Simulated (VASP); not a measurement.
# InSe (R3m) in VASP: notebook

Runs on InSe. Level: r2SCAN. Tasks: single point.

Everything below comes from runs of VASP 6.6.1. Logs are shortened: lines on timing, memory, paths and dates and some standing lists are left out, and cuts for length are marked.

**The experiment to reproduce.**

From “The Interaction of Hydrogen with the van der Waals Crystal γ-InSe”, 2020, pmc:7321205, for a bulk crystal of InSe at 300 K: band gap 1.25 eV.

The results are compared with them further down.

### 1 The cell of the first run

The structure is trigonal, space group R3m (No. 160). The conventional cell has a = 4.021 Å, b = 4.021 Å, c = 25.232 Å, α = 90.00°, β = 90.00°, γ = 120.00°. In (site symmetry 3m) has 3 Se at 2.64 Å and 1 In at 2.79 Å within 3.5 Å. In (site symmetry 3m) has 3 Se at 2.64 Å and 1 In at 2.79 Å within 3.5 Å. Within 3.5 Å of Se (site symmetry 3m) lie 3 In at 2.64 Å. Se (site symmetry 3m) has 3 In at 2.64 Å within 3.5 Å.

### 2 Single point, r2SCAN

Input file POSCAR:

```
InSe
1.0
    2.0105578886      1.1607961382      8.4106658750
   -2.0105578886      1.1607961382      8.4106658750
    0.0000000000     -2.3215922764      8.4106658750
In Se
2 2
Direct
    0.0004771570      0.0004771570      0.0004771570
    0.1108703962      0.1108703962      0.1108703962
    0.6169580828      0.6169580828      0.6169580828
    0.8276943640      0.8276943640      0.8276943640
```

Input file INCAR.step1:

```
SYSTEM = InSe
PREC = Accurate ; ENCUT = 520
ISMEAR = 0 ; SIGMA = 0.01
LREAL = .FALSE. ; LASPH = .TRUE.
NELM = 100 ; NBANDS = 27
GGA = PE ; ALGO = Normal
EDIFF = 1E-4 ; LWAVE = .TRUE.
LCHARG = .FALSE.
```

Input file INCAR.step2:

```
SYSTEM = InSe
PREC = Accurate ; ENCUT = 520
EDIFF = 1E-7 ; ISMEAR = 0
SIGMA = 0.01 ; LREAL = .FALSE.
LASPH = .TRUE. ; NELM = 100
ALGO = Normal ; ISIF = 2
LWAVE = .FALSE. ; LCHARG = .FALSE.
METAGGA = R2SCAN ; LMIXTAU = .TRUE.
NBANDS = 27 ; ISTART = 1
```

Input file KPOINTS:

```
Automatic mesh
0
G
  4 4 4
  0 0 0
```

Potentials or basis: VASP PAW PBE potentials, release 64 (In_d, Se).

On the command line:

```
$ cat potpaw_PBE.64/In_d/POTCAR potpaw_PBE.64/Se/POTCAR > POTCAR
$ cp INCAR.step1 INCAR
$ mpirun -np 1 vasp_std > vasp.out
$ cp INCAR.step2 INCAR
$ mpirun -np 1 vasp_std > vasp.out
```

OUTCAR:

```text
SYSTEM = InSe
   PREC = Accurate
   ENCUT = 520
   EDIFF = 1E-7
   ISMEAR = 0
   LREAL = .FALSE.
   LASPH = .TRUE.
   NELM = 100
   ISIF = 2
   METAGGA = R2SCAN
   ISTART = 1

 ion  position               nearest neighbor table
   1  0.000  0.000  0.000-   3 2.64   3 2.64   3 2.64   2 2.79
   2  0.111  0.111  0.111-   4 2.64   4 2.64   4 2.64   1 2.79
   3  0.617  0.617  0.617-   1 2.64   1 2.64   1 2.64
   4  0.828  0.828  0.828-   2 2.64   2 2.64   2 2.64

  LATTYP: Found a trigonal (rhomboedric) cell.
 ALAT       =     8.7251986315
 COS(alpha) =     0.8938029349

  Lattice vectors:

 A1 = (   2.0105578886,   1.1607961382,   8.4106658750)
 A2 = (  -2.0105578886,   1.1607961382,   8.4106658750)
 A3 = (   0.0000000000,  -2.3215922764,   8.4106658750)

Analysis of symmetry for initial positions (statically):
=====================================================================
 Subroutine PRICEL returns:
 Original cell was already a primitive cell.

 Routine SETGRP: Setting up the symmetry group for a
 trigonal (rhombohedral) supercell.

 Subroutine GETGRP returns: Found  6 space group operations
 (whereof  6 operations were pure point group operations)
 out of a pool of 12 trial point group operations.

The static configuration has the point symmetry C_3v.

Analysis of symmetry for dynamics (positions and initial velocities):
=====================================================================
 Subroutine PRICEL returns:
 Original cell was already a primitive cell.

 Routine SETGRP: Setting up the symmetry group for a
 trigonal (rhombohedral) supercell.

 Subroutine GETGRP returns: Found  6 space group operations
 (whereof  6 operations were pure point group operations)
 out of a pool of 12 trial point group operations.

The dynamic configuration has the point symmetry C_3v.

 Subroutine INISYM returns: Found  6 space group operations
 (whereof  6 operations are pure point group operations),
 and found     1 'primitive' translations

----------------------------------------------------------------------------------------

                                     Primitive cell

  volume of cell :     117.7753

  direct lattice vectors                    reciprocal lattice vectors
     2.010557889  1.160796138  8.410665875     0.248687194  0.143579618  0.039632217
    -2.010557889  1.160796138  8.410665875    -0.248687194  0.143579618  0.039632217
     0.000000000 -2.321592276  8.410665875     0.000000000 -0.287159237  0.039632217

  length of vectors
     8.725198631  8.725198631  8.725198631     0.289881252  0.289881252  0.289881252

  position of ions in fractional coordinates (direct lattice)
     0.000477157  0.000477157  0.000477157
     0.110870396  0.110870396  0.110870396
     0.616958083  0.616958083  0.616958083
     0.827694364  0.827694364  0.827694364

  ion indices of the primitive-cell ions
   primitive index   ion index
                 1           1
                 2           2
                 3           3
                 4           4

----------------------------------------------------------------------------------------

 KPOINTS: Automatic mesh

Automatic generation of k-mesh.
 Grid dimensions read from file:
 generate k-points for:    4    4    4

 Generating k-lattice:

  Cartesian coordinates                     Fractional coordinates (reciprocal lattice)
     0.062171799  0.035894905  0.009908054     0.250000000  0.000000000  0.000000000
    -0.062171799  0.035894905  0.009908054     0.000000000  0.250000000  0.000000000
     0.000000000 -0.071789809  0.009908054     0.000000000  0.000000000  0.250000000

  Length of vectors
     0.072470313  0.072470313  0.072470313

  Shift w.r.t. Gamma in fractional coordinates (k-lattice)
     0.000000000  0.000000000  0.000000000

 Subroutine IBZKPT returns following result:
 ===========================================

 Found     13 irreducible k-points:

 Following reciprocal coordinates:
            Coordinates               Weight
  0.000000  0.000000  0.000000      1.000000
  0.250000 -0.000000  0.000000      6.000000
  0.500000 -0.000000  0.000000      3.000000
  0.250000  0.250000  0.000000      6.000000
  0.500000  0.250000  0.000000     12.000000
 -0.250000  0.250000  0.000000      6.000000
  0.500000  0.500000  0.000000      3.000000
  0.250000  0.250000  0.250000      2.000000
  0.500000  0.250000  0.250000      6.000000
 -0.250000  0.250000  0.250000      6.000000
  0.500000  0.500000  0.250000      6.000000
 -0.250000  0.500000  0.250000      6.000000
  0.500000  0.500000  0.500000      1.000000
   k-points           NKPTS =     13   k-points in BZ     NKDIM =     13   number of bands    NBANDS=     27
   number of dos      NEDOS =    301   number of ions     NIONS =      4
   total plane-waves  NPLWV = 343000
   dimension x,y,z NGX =    70 NGY =   70 NGZ =   70
   dimension x,y,z NGXF=   140 NGYF=  140 NGZF=  140
   ions per type =               2   2
   NGX,Y,Z   is equivalent  to a cutoff of  13.34, 13.34, 13.34 a.u.
   NGXF,Y,Z  is equivalent  to a cutoff of  26.67, 26.67, 26.67 a.u.
 SYSTEM =  InSe
   PREC   = accura    normal or accurate (medium, high low for compatibility)
   ISTART =      1    job   : 0-new  1-cont  2-samecut
   ICHARG =      0    charge: 1-file 2-atom 10-const
   ISPIN  =      1    spin polarized calculation?
   LNONCOLLINEAR =      F non collinear calculations
   LSORBIT =      F    spin-orbit coupling
   LASPH  =      T    aspherical Exc in radial PAW
   ENCUT  =  520.0 eV  38.22 Ry    6.18 a.u.  16.22 16.22 16.22*2*pi/ulx,y,z
   NELM   =    100;   NELMIN=  2; NELMDL=  0     # of ELM steps
   EDIFF  = 0.1E-06   stopping-criterion for ELM
   LREAL  =      F    real-space projection
   EDIFFG = 0.1E-05   stopping-criterion for IOM
   NSW    =      0    number of steps for IOM
   IBRION =     -1    ionic relax: 0-MD 1-quasi-New 2-CG
   NFREE  =      0    steps in history (QN), initial steepest desc. (CG)
   ISIF   =      2    stress and relaxation
   ISYM   =      2    0-nonsym 1-usesym 2-fastsym
   POTIM  = 0.5000    time-step for ionic-motion
   TEBEG  =    0.0;   TEEND  =   0.0 temperature during run
   PSTRESS=    0.0 pullay stress
   NELECT =      38.0000    total number of electrons
   NUPDOWN=      -1.0000    fix difference up-down
   EMIN   =  10.00;   EMAX   =-10.00  energy-range for DOS
   EFERMI =   0.00;   METHOD = LEGACY
   ISMEAR =     0;   SIGMA  =   0.01  broadening in eV -4-tet -1-fermi 0-gaus
   EFERMI_NEDOS =   21; number of points for ismear=-14 and -15
   IALGO  =     38    algorithm
   IMIX   =      4    mixing-type and parameters
     AMIX     =   0.40;   BMIX     =  1.00
     AMIX_MAG =   1.60;   BMIX_MAG =  1.00
  volume/ion in A,a.u.               =      29.44       198.70
  Fermi-wavevector in a.u.,A,eV,Ry     =   1.122840  2.121860 17.153820  1.260770
  Thomas-Fermi vector in A             =   2.259503
   LORBIT       =      0    0 simple, 1 ext, 2 COOP (PROOUT), +10 PAW based schemes
   METAGGA = R2SCAN    functional components
   LHFCALC =     F    Hartree Fock is set to
   AEXX    =    0.0000 exact exchange contribution
   IVDW    =     0    specifies the selected vdW correction
   LEPSILON=     F    determine dielectric tensor
   LRPA    =     F    only Hartree local field effects (RPA)
 non-spin polarized calculation
 Gauss-broadening in eV      SIGMA  =   0.01
  energy-cutoff  :      520.00
  volume of cell :      117.78
 maximum number of plane-waves:      3199
 NGX is ok and might be reduce to    70
   NGX = 33   NGY = 33   NGZ = 33

 number of electron      38.0000001 magnetization

 Free energy of the ion-electron system (eV)
  ---------------------------------------------------
  ext. energy  EPLUGINS =         0.00000000
  ---------------------------------------------------
  free energy    TOTEN  =       -76.40333468 eV

  energy without entropy =      -76.40333468  energy(sigma->0) =      -76.40333468

 E-fermi :   3.9048     XC(G=0):  -9.3975

 val. band max:        3.8344671127   @ k =   0.5000   0.5000   0.5000
 cond. band min:       4.6446465772   @ k =   0.5000   0.5000   0.5000
 fundamental gap:      0.8101794645
 Fermi energy:         3.9047615010

 k-point     1 :       0.0000    0.0000    0.0000
  band No.  band energies     occupation
      1     -11.5095      2.00000
      2     -11.3159      2.00000
      3     -11.3159      2.00000
      4     -11.2232      2.00000
      5     -11.2232      2.00000
      6     -11.2006      2.00000
[... 19 lines left out ...]
     26       9.7283      0.00000
     27      11.7798      0.00000

 k-point     2 :       0.2500   -0.0000    0.0000
  band No.  band energies     occupation
      1     -11.5571      2.00000
      2     -11.4378      2.00000
      3     -11.4160      2.00000
      4     -11.3090      2.00000
      5     -11.2152      2.00000
      6     -11.1846      2.00000
[... 19 lines left out ...]
     26      10.7178      0.00000
     27      11.0445      0.00000

 k-point     3 :       0.5000   -0.0000    0.0000
  band No.  band energies     occupation
      1     -11.6601      2.00000
      2     -11.5438      2.00000
      3     -11.4410      2.00000
      4     -11.3090      2.00000
      5     -11.2295      2.00000
      6     -11.1469      2.00000
[... 19 lines left out ...]
     26      10.7186      0.00000
     27      11.3677      0.00000

 k-point     4 :       0.2500    0.2500    0.0000
  band No.  band energies     occupation
      1     -11.5551      2.00000
      2     -11.4373      2.00000
      3     -11.4187      2.00000
      4     -11.3093      2.00000
      5     -11.2152      2.00000
      6     -11.1845      2.00000
[... 19 lines left out ...]
     26      10.7683      0.00000
     27      11.0502      0.00000
[... 186 lines left out ...]
      4     -11.3094      2.00000
      5     -11.2151      2.00000
      6     -11.1845      2.00000
[... 19 lines left out ...]
     26      10.9019      0.00000
     27      11.3492      0.00000

 k-point    12 :      -0.2500    0.5000    0.2500
  band No.  band energies     occupation
      1     -11.6369      2.00000
      2     -11.5418      2.00000
      3     -11.4411      2.00000
      4     -11.3242      2.00000
      5     -11.2105      2.00000
      6     -11.1612      2.00000
[... 19 lines left out ...]
     26      11.0337      0.00000
     27      11.4445      0.00000

 k-point    13 :       0.5000    0.5000    0.5000
  band No.  band energies     occupation
      1     -11.5093      2.00000
      2     -11.3161      2.00000
      3     -11.3161      2.00000
      4     -11.2230      2.00000
      5     -11.2230      2.00000
      6     -11.2007      2.00000
[... 19 lines left out ...]
     26      10.0885      0.00000
     27      12.2399      0.00000

------------------------ aborting loop because EDIFF is reached ----------------------------------------

  FORCE on cell =-STRESS in cart. coord.  units (eV):
  Direction    XX          YY          ZZ          XY          YZ          ZX
  --------------------------------------------------------------------------------------
  -------------------------------------------------------------------------------------
  Total        0.8223774      0.8223774      0.5629524      0.0000000      0.0000000      0.0000000
  in kB       11.1873590     11.1873590      7.6582241      0.0000000      0.0000000      0.0000000
  external PRESSURE =      10.0109807 kB  Pullay stress =       0.0000000 kB

 VOLUME and BASIS-vectors are now :
 -----------------------------------------------------------------------------
  energy-cutoff  :      520.00
  volume of cell :      117.78
      direct lattice vectors                 reciprocal lattice vectors
     2.010557889  1.160796138  8.410665875     0.248687194  0.143579618  0.039632217
    -2.010557889  1.160796138  8.410665875    -0.248687194  0.143579618  0.039632217
     0.000000000 -2.321592276  8.410665875     0.000000000 -0.287159237  0.039632217

 POSITION                                       TOTAL-FORCE (eV/Angst)
 -----------------------------------------------------------------------------------
      0.00000      0.00000      0.01204         0.000000     -0.000000     -0.010719
      0.00000      0.00000      2.79748         0.000000      0.000000      0.010944
      0.00000      0.00000     15.56708         0.000000     -0.000000      0.006444
      0.00000      0.00000     20.88438         0.000000      0.000000     -0.006669
 -----------------------------------------------------------------------------------
    total drift:                               -0.000000      0.000000      0.000227

  FREE ENERGIE OF THE ION-ELECTRON SYSTEM (eV)
  ---------------------------------------------------
  free  energy   TOTEN  =       -76.4033346814 eV

  energy  without entropy=      -76.4033346814  energy(sigma->0) =      -76.40333468
```

It took 24 min on 1 thread of Intel Xeon Platinum 8259CL at 2.50GHz (Skylake/Cascade Lake), shared host; peak memory 0.78 GiB.

What came out:

```yaml
Free_energy: -76.4033 eV
Pressure: 1.0 GPa
Largest_force: 0.011 eV/Å
Band_gap_on_the_k_mesh: 0.81 eV, direct
```

Forces on the atoms (eV/Å):
```
In   0.000  0.000 -0.011
In   0.000  0.000  0.011
Se   0.000  0.000  0.006
Se   0.000  0.000 -0.007
```

Stress tensor (GPa, compression positive):
```
1.12 0.00 0.00
0.00 1.12 0.00
0.00 0.00 0.77
```

Levels at points of the mesh, in eV from the valence-band top:
```csv
k point,band 16,band 17,band 18,band 19,band 20,band 21,band 22,band 23
"(0.00, 0.00, 0.00)",-1.40,-1.40,-1.32,-1.32,1.98,2.51,4.62,4.62
"(0.50, 0.00, 0.00)",-2.44,-2.42,-2.35,-1.74,1.46,2.27,4.04,4.35
"(0.50, 0.50, 0.00)",-2.69,-2.61,-2.15,-1.58,1.50,2.22,3.69,3.96
"(0.50, 0.50, 0.50)",-1.47,-1.23,-1.23,0.00,0.81,2.55,4.54,4.54
```

Caveat: the k points lie up to 0.46 Å⁻¹ apart; the PAW data sets were made with another functional, which shifts forces and pressure a little; spin-orbit coupling is left out, which moves the levels of the heavy elements. r2SCAN opens gaps a little over a GGA but as a rule still falls short of measured ones.

### 3 Single point, r2SCAN

POSCAR is that of step 2.

Input file INCAR.step1:

```
  PREC = Accurate
  ENCUT = 520
  ISMEAR = 0
  SIGMA = 0.01
  LREAL = False
  LASPH = True
  NELM = 60
  NBANDS = 27
  GGA = PE
  ALGO = Normal
  EDIFF = 1E-4
  LWAVE = True
  LCHARG = False
```

Input file INCAR.step2:

```
  PREC = Accurate
  ENCUT = 520
  EDIFF = 1E-7
  ISMEAR = 0
  SIGMA = 0.01
  LREAL = False
  LASPH = True
  NELM = 60
  ALGO = Normal
  ISIF = 2
  LWAVE = False
  LCHARG = False
  METAGGA = R2SCAN
  LMIXTAU = True
  NBANDS = 27
  ISTART = 1
```

Input file KPOINTS:

```
regular mesh
0
Gamma
  4 4 4
```

Potentials or basis: VASP PAW PBE potentials, release 64 (In_d, Se).

On the command line:

```
$ cat potpaw_PBE.64/In_d/POTCAR potpaw_PBE.64/Se/POTCAR > POTCAR
$ cp INCAR.step1 INCAR
$ mpirun -np 1 vasp_std > vasp.out
$ cp INCAR.step2 INCAR
$ mpirun -np 1 vasp_std > vasp.out
```

Run time: 26 min. Hardware: 1 thread of Intel Xeon Platinum 8259CL at 2.50GHz (Skylake/Cascade Lake), shared host; peak memory 0.78 GiB.

It converged, with:

```
Free energy            : -76.4033 eV
Pressure               : 1.0 GPa
Largest force          : 0.011 eV/Å
Band gap on the k mesh : 0.81 eV, direct
```

Forces in eV/Å, atoms in the order of the input:
```
In   0.000  0.000 -0.011
In   0.000  0.000  0.011
Se   0.000  0.000  0.006
Se   0.000  0.000 -0.007
```

Stress tensor (GPa, compression positive):
```
1.12 0.00 0.00
0.00 1.12 0.00
0.00 0.00 0.77
```

Levels at points of the mesh, in eV from the valence-band top:
| k point | band 16 | band 17 | band 18 | band 19 | band 20 | band 21 | band 22 | band 23 |
| --- | --- | --- | --- | --- | --- | --- | --- | --- |
| (0.00, 0.00, 0.00) | -1.40 | -1.40 | -1.32 | -1.32 | 1.98 | 2.51 | 4.62 | 4.62 |
| (0.50, 0.00, 0.00) | -2.44 | -2.42 | -2.35 | -1.74 | 1.46 | 2.27 | 4.04 | 4.35 |
| (0.50, 0.50, 0.00) | -2.69 | -2.61 | -2.15 | -1.58 | 1.50 | 2.22 | 3.69 | 3.96 |
| (0.50, 0.50, 0.50) | -1.47 | -1.23 | -1.23 | 0.00 | 0.81 | 2.55 | 4.54 | 4.54 |

Caveat: the k points lie up to 0.46 Å⁻¹ apart; the PAW data sets were made with another functional, which shifts forces and pressure a little; spin-orbit coupling is left out, which moves the levels of the heavy elements. A k mesh can miss the band edges.

### 4 Single point, r2SCAN

POSCAR is that of step 3.

Input file INCAR.step1:

```
SYSTEM = InSe
PREC = Accurate
ENCUT = 520
ISMEAR = 0
SIGMA = 0.01
LREAL = .FALSE.
LASPH = .TRUE.
NELM = 60
NBANDS = 27
GGA = PE
ALGO = Normal
EDIFF = 1E-4
LWAVE = .TRUE.
LCHARG = .FALSE.
```

Input file INCAR.step2:

```
SYSTEM = InSe
PREC = Accurate
ENCUT = 520
EDIFF = 1E-6
ISMEAR = 0
SIGMA = 0.01
LREAL = .FALSE.
LASPH = .TRUE.
NELM = 60
ALGO = Normal
ISIF = 2
LWAVE = .FALSE.
LCHARG = .TRUE.
METAGGA = R2SCAN
LMIXTAU = .TRUE.
LELF = .TRUE.
LVHAR = .TRUE.
NBANDS = 27
ISTART = 1
```

Input file KPOINTS:

```
regular mesh
0
G
  6 6 6
  0 0 0
```

On the command line:

```
$ cat potpaw_PBE.64/In_d/POTCAR potpaw_PBE.64/Se/POTCAR > POTCAR
$ cp INCAR.step1 INCAR
$ mpirun -np 1 vasp_std > vasp.out
$ cp INCAR.step2 INCAR
$ mpirun -np 1 vasp_std > vasp.out
```

Wall time 47 min (1 thread of Intel Xeon Platinum 8259CL at 2.50GHz (Skylake/Cascade Lake), shared host); peak memory 0.81 GiB.

The run converged. Its results:

```
Free energy            : -76.4628 eV
Pressure               : 0.8 GPa
Largest force          : 0.016 eV/Å
Band gap on the k mesh : 0.81 eV, direct
```

Forces in eV/Å, atoms in the order of the input:
```
In   0.000  0.000 -0.003
In   0.000  0.000  0.002
Se   0.000  0.000  0.016
Se   0.000  0.000 -0.016
```

Levels at points of the mesh, in eV from the valence-band top:
```tsv
k point	band 17	band 18	band 19	band 20	band 21	band 22
(0.00, 0.00, 0.00)	-1.40	-1.32	-1.32	1.98	2.52	4.63
(0.50, 0.00, 0.00)	-2.42	-2.36	-1.73	1.47	2.27	4.05
(0.50, 0.50, 0.00)	-2.62	-2.15	-1.57	1.50	2.23	3.70
(0.50, 0.50, 0.50)	-1.24	-1.24	0.00	0.81	2.55	4.55
```

Caveat: the PAW data sets were made with another functional, which shifts forces and pressure a little; spin-orbit coupling is left out, which moves the levels of the heavy elements.

### 5 How close it comes

Step 4. Against the measured gap of InSe, 1.25 eV (300 K; “The Interaction of Hydrogen with the van der Waals Crystal γ-InSe”, 2020, pmc:7321205), the calculated 0.81 eV is off by -0.44 eV. Spin-orbit coupling on In, Se is left out. The value is that of r2SCAN on a finite k mesh, which can miss the band edges, without temperature or zero-point motion.
